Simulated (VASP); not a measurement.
Runs of VASP 6.6.1 on Re. Symmetry: Fm-3m, No. 225, cubic system. The conventional cell has a = 3.950 Å, b = 3.950 Å, c = 3.950 Å, α = 90.00°, β = 90.00°, γ = 90.00°. Re (site symmetry m-3m) has 12 Re at 2.79 Å within 3.7 Å. This isn't the form of Re at room conditions, which is hcp.

```csv
fixed moment (μB),pressure (GPa),moment (μB)
0.05,-9.7,0.05
1.2,0.9,1.20
0.5,(b),0.50
0.8,-5.2,0.80
0.3,-9.0,0.30
-,-9.7,(a)
```

Alike in all rows: task single point; level PBE; potentials or basis VASP PAW PBE potentials, release 64 (Re); cell as given; k mesh 17 × 17 × 17; cutoff (eV) 520; smearing fermi-dirac 0.1 eV.

Problem. Fill in the values left out.

Solution. (a) 0.00; (b) -7.9.

Caveats: the cell stands under tension (at least some runs); the total moment is fixed, so each spin has its own Fermi level (at least some runs).
